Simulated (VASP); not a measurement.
# C in VASP: single point with LDA

Aim: the single point of C with LDA.

Program: VASP 6.6.1. These are calculated values, not measurements. Logs are shortened: lines on timing, memory, paths and dates and some standing lists are left out, and cuts for length are marked.

**1. The cell of the first run**

The cell holds a slab with vacuum, 2 atoms: a = 2.456 Å, b = 2.456 Å, c = 8.524 Å, α = 90.00°, β = 90.00°, γ = 120.00°.

**2. Single point, LDA (atom 1 (C) moved by (+0.000, -0.200) A along [1 1 0] and z)**

INCAR reads:

```
SYSTEM = C
ALGO = Normal ; EDIFF = 1E-7
ENCUT = 520 ; GGA = CA
ISIF = 2 ; ISMEAR = 0
LASPH = .True. ; LCHARG = .True.
LELF = .True. ; LREAL = .False.
LVHAR = .True. ; LWAVE = .False.
NBANDS = 11 ; NELM = 100
PREC = Accurate ; SIGMA = 0.15
```

KPOINTS reads:

```
k-points
0
Gamma
  24 24 6
  0 0 0
```

POSCAR reads:

```
C
1.0
    2.4561701622      0.0000000000      0.0000000000
   -1.2280850811      2.1271057565      0.0000000000
    0.0000000000      0.0000000000      8.5238033600
C
2
Direct
    0.3333333333      0.6666666667     -0.0234637041
    0.6666666667      0.3333333333      0.0000000000
```

Potentials or basis: VASP PAW LDA potentials, release 64 (C).

Started as:

```sh
$ cat potpaw_LDA.64/C/POTCAR > POTCAR
$ mpirun -np 1 vasp_std > vasp.out
```

OUTCAR:

```text
SYSTEM = C
   EDIFF = 1E-7
   ENCUT = 520
   GGA = CA
   ISIF = 2
   ISMEAR = 0
   LASPH = .True.
   LREAL = .False.
   NELM = 100
   PREC = Accurate

 ion  position               nearest neighbor table
   1  0.333  0.667  0.977-   2 1.43   2 1.43   2 1.43
   2  0.667  0.333  0.000-   1 1.43   1 1.43   1 1.43

  LATTYP: Found a hexagonal cell.
 ALAT       =     2.4561701622
 C/A-ratio  =     3.4703635323

  Lattice vectors:

 A1 = (   2.4561701622,   0.0000000000,   0.0000000000)
 A2 = (  -1.2280850811,   2.1271057565,   0.0000000000)
 A3 = (   0.0000000000,   0.0000000000,   8.5238033600)

Analysis of symmetry for initial positions (statically):
=====================================================================
 Subroutine PRICEL returns:
 Original cell was already a primitive cell.

 Routine SETGRP: Setting up the symmetry group for a
 hexagonal supercell.

 Subroutine GETGRP returns: Found 12 space group operations
 (whereof  6 operations were pure point group operations)
 out of a pool of 24 trial point group operations.

The static configuration has the point symmetry C_3v.
 The point group associated with its full space group is D_3d.

Analysis of symmetry for dynamics (positions and initial velocities):
=====================================================================
 Subroutine PRICEL returns:
 Original cell was already a primitive cell.

 Routine SETGRP: Setting up the symmetry group for a
 hexagonal supercell.

 Subroutine GETGRP returns: Found 12 space group operations
 (whereof  6 operations were pure point group operations)
 out of a pool of 24 trial point group operations.

The dynamic configuration has the point symmetry C_3v.
 The point group associated with its full space group is D_3d.

 Subroutine INISYM returns: Found 12 space group operations
 (whereof  6 operations are pure point group operations),
 and found     1 'primitive' translations

----------------------------------------------------------------------------------------

                                     Primitive cell

  volume of cell :      44.5329

  direct lattice vectors                    reciprocal lattice vectors
     2.456170162  0.000000000  0.000000000     0.407137916  0.235061185  0.000000000
    -1.228085081  2.127105756  0.000000000     0.000000000  0.470122370  0.000000000
     0.000000000  0.000000000  8.523803360     0.000000000  0.000000000  0.117318521

  length of vectors
     2.456170162  2.456170162  8.523803360     0.470122370  0.470122370  0.117318521
[... 89 lines left out ...]
   POTIM  = 0.5000    time-step for ionic-motion
   TEBEG  =    0.0;   TEEND  =   0.0 temperature during run
   PSTRESS=    0.0 pullay stress
   NELECT =       8.0000    total number of electrons
   NUPDOWN=      -1.0000    fix difference up-down
   EMIN   =  10.00;   EMAX   =-10.00  energy-range for DOS
   EFERMI =   0.00;   METHOD = LEGACY
   ISMEAR =     0;   SIGMA  =   0.15  broadening in eV -4-tet -1-fermi 0-gaus
   EFERMI_NEDOS =   21; number of points for ismear=-14 and -15
   IALGO  =     38    algorithm
   IMIX   =      4    mixing-type and parameters
     AMIX     =   0.40;   BMIX     =  1.00
     AMIX_MAG =   1.60;   BMIX_MAG =  1.00
  volume/ion in A,a.u.               =      22.27       150.26
  Fermi-wavevector in a.u.,A,eV,Ry     =   0.923729  1.745594 11.609511  0.853275
  Thomas-Fermi vector in A             =   2.049397
   LORBIT       =      0    0 simple, 1 ext, 2 COOP (PROOUT), +10 PAW based schemes
   GGA     = CA    functional components
   LHFCALC =     F    Hartree Fock is set to
   AEXX    =    0.0000 exact exchange contribution
   IVDW    =     0    specifies the selected vdW correction
   LEPSILON=     F    determine dielectric tensor
   LRPA    =     F    only Hartree local field effects (RPA)
 non-spin polarized calculation
 Gauss-broadening in eV      SIGMA  =   0.15
  energy-cutoff  :      520.00
  volume of cell :       44.53
 maximum number of plane-waves:      1223
   NGX =  9   NGY =  9   NGZ = 31

 number of electron       7.9999997 magnetization

 Free energy of the ion-electron system (eV)
  ---------------------------------------------------
  ext. energy  EPLUGINS =         0.00000000
  ---------------------------------------------------
  free energy    TOTEN  =       -19.81849316 eV

  energy without entropy =      -19.81790546  energy(sigma->0) =      -19.81819931

 E-fermi :  -0.9833     XC(G=0):  -5.1491

 val. band max:       -0.9833578550   @ k =   0.3333   0.3333   0.3333
 cond. band min:      -0.9833330344   @ k =   0.3333   0.3333   0.1667
 fundamental gap:      0.0000248206
 Fermi energy:        -0.9833466765

 k-point     1 :       0.0000    0.0000    0.0000
  band No.  band energies     occupation
      1     -20.1973      2.00000
      2      -8.5346      2.00000
      3      -3.5912      2.00000
      4      -3.5912      2.00000
      5       1.9974      0.00000
      6       4.6030      0.00000
      7       5.6778      0.00000
      8       7.4171      0.00000
      9       7.4171      0.00000
     10      10.3348      0.00000
     11      11.8215      0.00000
[... 309 lines left out ...]
 k-point    24 :       0.4583    0.0417    0.0000
  band No.  band energies     occupation
      1     -15.0174      2.00000
      2     -13.7115      2.00000
      3      -7.1332      2.00000
      4      -3.2809      2.00000
      5       0.5466      0.00000
      6       6.8945      0.00000
      7       9.5478      0.00000
      8      10.6800      0.00000
      9      11.5492      0.00000
     10      12.6728      0.00000
     11      13.6201      0.00000

 [... further k-points ...]

------------------------ aborting loop because EDIFF is reached ----------------------------------------

  FORCE on cell =-STRESS in cart. coord.  units (eV):
  Direction    XX          YY          ZZ          XY          YZ          ZX
  --------------------------------------------------------------------------------------
  -------------------------------------------------------------------------------------
  Total       -0.5605200     -0.5605200     -0.7259319      0.0000000     -0.0000000      0.0000000
  in kB      -20.1660455    -20.1660455    -26.1171331      0.0000000     -0.0000000      0.0000000
  external PRESSURE =     -22.1497414 kB  Pullay stress =       0.0000000 kB

 VOLUME and BASIS-vectors are now :
 -----------------------------------------------------------------------------
  energy-cutoff  :      520.00
  volume of cell :       44.53
      direct lattice vectors                 reciprocal lattice vectors
     2.456170162  0.000000000  0.000000000     0.407137916  0.235061185  0.000000000
    -1.228085081  2.127105756  0.000000000     0.000000000  0.470122370  0.000000000
     0.000000000  0.000000000  8.523803360     0.000000000  0.000000000  0.117318521

 POSITION                                       TOTAL-FORCE (eV/Angst)
 -----------------------------------------------------------------------------------
     -0.00000      1.41807      8.32380         0.000000     -0.000000      3.563589
      1.22809      0.70904      0.00000        -0.000000      0.000000     -3.563589
 -----------------------------------------------------------------------------------
    total drift:                                0.000000      0.000000      0.000000

  FREE ENERGIE OF THE ION-ELECTRON SYSTEM (eV)
  ---------------------------------------------------
  free  energy   TOTEN  =       -19.8184931604 eV

  energy  without entropy=      -19.8179054628  energy(sigma->0) =      -19.81819931
```

OSZICAR:

```text
N       E                     dE             d eps       ncg     rms          rms(c)
DAV:   1     0.220463989751E+02    0.22046E+02   -0.36771E+03  7512   0.582E+02
DAV:   2    -0.192940601843E+02   -0.41340E+02   -0.38898E+02  9833   0.130E+02
DAV:   3    -0.212013031277E+02   -0.19072E+01   -0.18998E+01  9530   0.274E+01
DAV:   4    -0.212214188035E+02   -0.20116E-01   -0.20107E-01 10261   0.349E+00
DAV:   5    -0.212215780808E+02   -0.15928E-03   -0.15927E-03  9410   0.268E-01    0.637E+00
DAV:   6    -0.202012565467E+02    0.10203E+01   -0.88864E-01  9160   0.528E+00    0.362E+00
DAV:   7    -0.198260362645E+02    0.37522E+00   -0.11081E+00  9933   0.586E+00    0.923E-01
DAV:   8    -0.198182896746E+02    0.77466E-02   -0.32507E-02  9320   0.105E+00    0.185E-01
DAV:   9    -0.198174259877E+02    0.86369E-03   -0.68120E-04  9604   0.161E-01    0.134E-01
DAV:  10    -0.198171936275E+02    0.23236E-03   -0.48334E-03  8492   0.293E-01    0.117E-01
DAV:  11    -0.198176713248E+02   -0.47770E-03   -0.10024E-04  8403   0.588E-02    0.335E-02
DAV:  12    -0.198184198117E+02   -0.74849E-03   -0.15071E-04  8284   0.610E-02    0.206E-02
DAV:  13    -0.198184651296E+02   -0.45318E-04   -0.29523E-06  8869   0.954E-03    0.439E-03
DAV:  14    -0.198184928070E+02   -0.27677E-04   -0.19504E-06  8044   0.519E-03    0.144E-03
DAV:  15    -0.198184930266E+02   -0.21956E-06   -0.10190E-08  9351   0.698E-04    0.833E-04
DAV:  16    -0.198184931587E+02   -0.13212E-06   -0.10718E-08  8179   0.391E-04    0.150E-04
DAV:  17    -0.198184931604E+02   -0.16382E-08   -0.16854E-10  9746   0.811E-05
   1 F= -.19818493E+02 E0= -.19818199E+02  d E =-.587698E-03
```

stdout:

```text
POSCAR found type information on POSCAR C
 POSCAR found :  1 types and       2 ions
 scaLAPACK will be used
 LDA part: xc-table for (Slater(with rela. corr.)+CA(PZ))
 , standard interpolation
 POSCAR, INCAR and KPOINTS ok, starting setup
 FFT: planning ... GRIDC
 FFT: planning ... GRID_SOFT
 FFT: planning ... GRID
 WAVECAR not read
 entering main loop
```

Wall time 3.6 min (1 thread of AMD EPYC 7R43 (Zen 3), shared host); peak memory 0.2 GiB.

Results:

```yaml
Free_energy: -19.8185 eV
Largest_force: 3.564 eV/Å
Band_gap_on_the_k_mesh: zero (filled and empty bands touch)
```

Forces on the atoms (eV/Å):
```
C    0.000  0.000  3.564
C    0.000  0.000 -3.564
```

Caveat: the cell differs from its parent crystal (atom 1 (C) moved by (+0.000, -0.200) A along [1 1 0] and z).
